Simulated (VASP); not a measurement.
# C in VASP: a series of runs

Runs on C. Level: r2SCAN. Tasks: single point.

Everything below comes from runs of VASP 6.6.1. Logs are shortened: lines on timing, memory, paths and dates and some standing lists are left out, and cuts for length are marked.

### 1 The cell of the first run

The cell holds a slab with vacuum, 2 atoms: a = 2.440 Å, b = 2.440 Å, c = 8.467 Å, α = 90.00°, β = 90.00°, γ = 120.00°.

### 2 Single point, r2SCAN

The input, POSCAR:

```
C
1.0
    2.4396853020      0.0000000000      0.0000000000
   -1.2198426510      2.1128294488      0.0000000000
    0.0000000000      0.0000000000      8.4665949023
C
2
Direct
    0.6666666667      0.3333333333      0.0000000000
    0.3333333333      0.6666666667      0.0000000000
```

The input, INCAR.step1:

```
PREC     = Accurate       # precision mode
ENCUT    = 520            # plane-wave cutoff, eV
ISMEAR   = -1             # smearing method
SIGMA    = 0.05           # smearing width, eV
LREAL    = False          # projectors in reciprocal space
LASPH    = True           # aspherical terms in the spheres
NELM     = 60             # most SCF steps
NBANDS   = 11             # bands
GGA      = PE             # functional
ALGO     = Normal         # electronic algorithm
EDIFF    = 1E-4           # SCF threshold, eV
LWAVE    = True           # write WAVECAR
LCHARG   = False          # write CHGCAR
```

The input, INCAR.step2:

```
PREC     = Accurate       # precision mode
ENCUT    = 520            # plane-wave cutoff, eV
EDIFF    = 1E-6           # SCF threshold, eV
ISMEAR   = -1             # smearing method
SIGMA    = 0.05           # smearing width, eV
LREAL    = False          # projectors in reciprocal space
LASPH    = True           # aspherical terms in the spheres
NELM     = 60             # most SCF steps
ALGO     = Normal         # electronic algorithm
ISIF     = 2              # what is computed and relaxed
LWAVE    = False          # write WAVECAR
LCHARG   = False          # write CHGCAR
METAGGA  = R2SCAN         # meta-GGA
LMIXTAU  = True         
NBANDS   = 11             # bands
ISTART   = 1
```

The input, KPOINTS:

```
regular mesh
0
Gamma
  12 12 3
```

Potentials or basis: VASP PAW PBE potentials, release 64 (C).

Started as:

```
cat potpaw_PBE.64/C/POTCAR > POTCAR
cp INCAR.step1 INCAR
mpirun -np 1 vasp_std > vasp.out
cp INCAR.step2 INCAR
mpirun -np 1 vasp_std > vasp.out
```

OUTCAR:

```text
PREC = Accurate
   ENCUT = 520
   EDIFF = 1E-6
   ISMEAR = -1
   LREAL = False
   LASPH = True
   NELM = 60
   ISIF = 2
   METAGGA = R2SCAN
   ISTART = 1

 ion  position               nearest neighbor table
   1  0.667  0.333  0.000-   2 1.41   2 1.41   2 1.41
   2  0.333  0.667  0.000-   1 1.41   1 1.41   1 1.41

  LATTYP: Found a hexagonal cell.
 ALAT       =     2.4396853020
 C/A-ratio  =     3.4703635323

  Lattice vectors:

 A1 = (   2.4396853020,   0.0000000000,   0.0000000000)
 A2 = (  -1.2198426510,   2.1128294488,   0.0000000000)
 A3 = (   0.0000000000,   0.0000000000,   8.4665949023)

Analysis of symmetry for initial positions (statically):
=====================================================================
 Subroutine PRICEL returns:
 Original cell was already a primitive cell.

 Routine SETGRP: Setting up the symmetry group for a
 hexagonal supercell.

 Subroutine GETGRP returns: Found 24 space group operations
 (whereof 24 operations were pure point group operations)
 out of a pool of 24 trial point group operations.

The static configuration has the point symmetry D_6h.

Analysis of symmetry for dynamics (positions and initial velocities):
=====================================================================
 Subroutine PRICEL returns:
 Original cell was already a primitive cell.

 Routine SETGRP: Setting up the symmetry group for a
 hexagonal supercell.

 Subroutine GETGRP returns: Found 24 space group operations
 (whereof 24 operations were pure point group operations)
 out of a pool of 24 trial point group operations.

The dynamic configuration has the point symmetry D_6h.

 Subroutine INISYM returns: Found 24 space group operations
 (whereof 24 operations are pure point group operations),
 and found     1 'primitive' translations

----------------------------------------------------------------------------------------

                                     Primitive cell

  volume of cell :      43.6422

  direct lattice vectors                    reciprocal lattice vectors
     2.439685302  0.000000000  0.000000000     0.409888931  0.236649485  0.000000000
    -1.219842651  2.112829449  0.000000000     0.000000000  0.473298969  0.000000000
     0.000000000  0.000000000  8.466594902     0.000000000  0.000000000  0.118111237

  length of vectors
     2.439685302  2.439685302  8.466594902     0.473298969  0.473298969  0.118111237

  position of ions in fractional coordinates (direct lattice)
     0.666666667  0.333333333  0.000000000
     0.333333333  0.666666667  0.000000000

  ion indices of the primitive-cell ions
   primitive index   ion index
                 1           1
                 2           2

----------------------------------------------------------------------------------------

 KPOINTS: regular mesh

Automatic generation of k-mesh.
 Grid dimensions read from file:
 generate k-points for:   12   12    3

 Generating k-lattice:

  Cartesian coordinates                     Fractional coordinates (reciprocal lattice)
     0.034157411  0.019720790  0.000000000     0.083333333  0.000000000  0.000000000
     0.000000000  0.039441581  0.000000000     0.000000000  0.083333333  0.000000000
     0.000000000  0.000000000  0.039370412     0.000000000  0.000000000  0.333333333

  Length of vectors
     0.039441581  0.039441581  0.039370412

  Shift w.r.t. Gamma in fractional coordinates (k-lattice)
     0.000000000  0.000000000  0.000000000

 Subroutine IBZKPT returns following result:
 ===========================================

 Found     38 irreducible k-points:

 Following reciprocal coordinates:
            Coordinates               Weight
  0.000000  0.000000  0.000000      1.000000
  0.083333  0.000000  0.000000      6.000000
  0.166667  0.000000  0.000000      6.000000
  0.250000  0.000000  0.000000      6.000000
  0.333333  0.000000  0.000000      6.000000
  0.416667  0.000000  0.000000      6.000000
[... 16 lines left out ...]
  0.250000  0.000000  0.333333     12.000000
  0.333333  0.000000  0.333333     12.000000
 [... further k-points ...]
   k-points           NKPTS =     38   k-points in BZ     NKDIM =     38   number of bands    NBANDS=     11
   number of dos      NEDOS =    301   number of ions     NIONS =      2
   total plane-waves  NPLWV =  20736
   dimension x,y,z NGX =    18 NGY =   18 NGZ =   64
   dimension x,y,z NGXF=    36 NGYF=   36 NGZF=  128
   ions per type =               2
   NGX,Y,Z   is equivalent  to a cutoff of  12.27, 12.27, 12.57 a.u.
   NGXF,Y,Z  is equivalent  to a cutoff of  24.53, 24.53, 25.13 a.u.
 SYSTEM =  unknown system
   PREC   = accura    normal or accurate (medium, high low for compatibility)
   ISTART =      1    job   : 0-new  1-cont  2-samecut
   ICHARG =      0    charge: 1-file 2-atom 10-const
   ISPIN  =      1    spin polarized calculation?
   LNONCOLLINEAR =      F non collinear calculations
   LSORBIT =      F    spin-orbit coupling
   LASPH  =      T    aspherical Exc in radial PAW
   ENCUT  =  520.0 eV  38.22 Ry    6.18 a.u.   4.54  4.54 15.74*2*pi/ulx,y,z
   NELM   =     60;   NELMIN=  2; NELMDL=  0     # of ELM steps
   EDIFF  = 0.1E-05   stopping-criterion for ELM
   LREAL  =      F    real-space projection
   EDIFFG = 0.1E-04   stopping-criterion for IOM
   NSW    =      0    number of steps for IOM
   IBRION =     -1    ionic relax: 0-MD 1-quasi-New 2-CG
   NFREE  =      0    steps in history (QN), initial steepest desc. (CG)
   ISIF   =      2    stress and relaxation
   ISYM   =      2    0-nonsym 1-usesym 2-fastsym
   POTIM  = 0.5000    time-step for ionic-motion
   TEBEG  =    0.0;   TEEND  =   0.0 temperature during run
   PSTRESS=    0.0 pullay stress
   NELECT =       8.0000    total number of electrons
   NUPDOWN=      -1.0000    fix difference up-down
   EMIN   =  10.00;   EMAX   =-10.00  energy-range for DOS
   EFERMI =   0.00;   METHOD = LEGACY
   ISMEAR =    -1;   SIGMA  =   0.05  broadening in eV -4-tet -1-fermi 0-gaus
   EFERMI_NEDOS =   21; number of points for ismear=-14 and -15
   IALGO  =     38    algorithm
   IMIX   =      4    mixing-type and parameters
     AMIX     =   0.40;   BMIX     =  1.00
     AMIX_MAG =   1.60;   BMIX_MAG =  1.00
  volume/ion in A,a.u.               =      21.82       147.26
  Fermi-wavevector in a.u.,A,eV,Ry     =   0.929970  1.757389 11.766931  0.864845
  Thomas-Fermi vector in A             =   2.056309
   LORBIT       =      0    0 simple, 1 ext, 2 COOP (PROOUT), +10 PAW based schemes
   METAGGA = R2SCAN    functional components
   LHFCALC =     F    Hartree Fock is set to
   AEXX    =    0.0000 exact exchange contribution
   IVDW    =     0    specifies the selected vdW correction
   LEPSILON=     F    determine dielectric tensor
   LRPA    =     F    only Hartree local field effects (RPA)
 non-spin polarized calculation
  energy-cutoff  :      520.00
  volume of cell :       43.64
 maximum number of plane-waves:      1204
   NGX =  9   NGY =  9   NGZ = 31

 number of electron       7.9999998 magnetization

 Free energy of the ion-electron system (eV)
  ---------------------------------------------------
  ext. energy  EPLUGINS =         0.00000000
  ---------------------------------------------------
  free energy    TOTEN  =       -19.82886255 eV

  energy without entropy =      -19.82693714  energy(sigma->0) =      -19.82789985

 E-fermi :  -0.6083     XC(G=0):  -5.1118

 val. band max:       -0.6083063550   @ k =   0.3333   0.3333   0.3333
 cond. band min:      -0.6082569791   @ k =   0.3333   0.3333   0.0000
 fundamental gap:      0.0000493759
 Fermi energy:        -0.6082899125

 k-point     1 :       0.0000    0.0000    0.0000
  band No.  band energies     occupation
      1     -21.6474      2.00000
      2      -8.8974      2.00000
      3      -3.8371      2.00000
      4      -3.8371      2.00000
      5       2.7013      0.00000
      6       5.1841      0.00000
      7       6.6987      0.00000
      8       8.2326      0.00000
      9       8.2326      0.00000
     10      12.1670      0.00000
     11      13.1225      0.00000

 k-point     2 :       0.0833    0.0000    0.0000
  band No.  band energies     occupation
      1     -21.4707      2.00000
      2      -8.6855      2.00000
      3      -4.5472      2.00000
      4      -4.2090      2.00000
      5       2.9319      0.00000
      6       5.4099      0.00000
      7       6.9160      0.00000
      8       8.3353      0.00000
      9       8.9941      0.00000
     10      11.5148      0.00000
     11      13.4449      0.00000

 k-point     3 :       0.1667    0.0000    0.0000
  band No.  band energies     occupation
      1     -20.9429      2.00000
      2      -8.0555      2.00000
      3      -6.3282      2.00000
      4      -5.0761      2.00000
      5       3.6240      0.00000
      6       6.0826      0.00000
      7       7.5535      0.00000
      8       8.3693      0.00000
      9       9.7827      0.00000
     10      11.0090      0.00000
     11      14.4667      0.00000

 k-point     4 :       0.2500    0.0000    0.0000
  band No.  band energies     occupation
      1     -20.0700      2.00000
      2      -8.6020      2.00000
      3      -7.0273      2.00000
      4      -6.0343      2.00000
      5       4.7763      0.00000
      6       7.0438      0.00000
      7       7.5690      0.00000
      8       7.9745      0.00000
      9       8.8191      0.00000
     10      13.7982      0.00000
     11      15.4212      0.00000
[... 239 lines left out ...]
 k-point    22 :       0.1667    0.0000    0.3333
  band No.  band energies     occupation
      1     -20.9429      2.00000
      2      -8.0558      2.00000
      3      -6.3282      2.00000
      4      -5.0761      2.00000
      5       3.9772      0.00000
      6       4.9900      0.00000
      7       8.2886      0.00000
      8       9.1342      0.00000
      9       9.7945      0.00000
     10      11.0091      0.00000
     11      12.5187      0.00000

 k-point    23 :       0.2500    0.0000    0.3333
  band No.  band energies     occupation
      1     -20.0700      2.00000
      2      -8.6020      2.00000
      3      -7.0275      2.00000
      4      -6.0343      2.00000
      5       5.1232      0.00000
      6       6.1087      0.00000
      7       7.4126      0.00000
      8       8.0431      0.00000
      9      10.2454      0.00000
     10      13.5810      0.00000
     11      13.7980      0.00000

 k-point    24 :       0.3333    0.0000    0.3333
  band No.  band energies     occupation
      1     -18.8654      2.00000
      2     -10.9827      2.00000
      3      -6.8305      2.00000
      4      -5.6539      2.00000
      5       4.7763      0.00000
      6       6.7246      0.00000
      7       7.6120      0.00000
      8       7.8577      0.00000
      9      11.7382      0.00000
     10      14.9862      0.00000
     11      16.3506      0.00000

 [... further k-points ...]
[... 5 lines left out ...]
  --------------------------------------------------------------------------------------
  -------------------------------------------------------------------------------------
  Total        1.0680169      1.0680169     -0.0135443     -0.0000000     -0.0000000      0.0000000
  in kB       39.2086318     39.2086318     -0.4972337     -0.0000000     -0.0000000      0.0000000
  external PRESSURE =      25.9733433 kB  Pullay stress =       0.0000000 kB

 VOLUME and BASIS-vectors are now :
 -----------------------------------------------------------------------------
  energy-cutoff  :      520.00
  volume of cell :       43.64
      direct lattice vectors                 reciprocal lattice vectors
     2.439685302  0.000000000  0.000000000     0.409888931  0.236649485  0.000000000
    -1.219842651  2.112829449  0.000000000     0.000000000  0.473298969  0.000000000
     0.000000000  0.000000000  8.466594902     0.000000000  0.000000000  0.118111237

 POSITION                                       TOTAL-FORCE (eV/Angst)
 -----------------------------------------------------------------------------------
      1.21984      0.70428      0.00000         0.000000      0.000000      0.000000
     -0.00000      1.40855      0.00000        -0.000000     -0.000000      0.000000
 -----------------------------------------------------------------------------------
    total drift:                                0.000000     -0.000000      0.000000

  FREE ENERGIE OF THE ION-ELECTRON SYSTEM (eV)
  ---------------------------------------------------
  free  energy   TOTEN  =       -19.8288625517 eV

  energy  without entropy=      -19.8269371429  energy(sigma->0) =      -19.82789985
```

It took 52 s on 1 thread of Intel Xeon Platinum 8559C (Emerald Rapids), shared host; peak memory 0.15 GiB.

Results:

- Free energy: -19.8289 eV
- Band gap on the k mesh: zero (filled and empty bands touch)

Levels at points of the mesh, in eV from the Fermi level:
```tsv
k point	band 2	band 3	band 4	band 5	band 6	band 7
(0.00, 0.00, 0.00)	-8.29	-3.23	-3.23	3.31	5.79	7.31
(0.50, 0.00, 0.00)	-14.24	-6.91	-2.58	1.82	7.97	11.52
```

Caveat: the PAW data sets were made with another functional, which shifts forces and pressure a little.

[end of part 1 of 2]
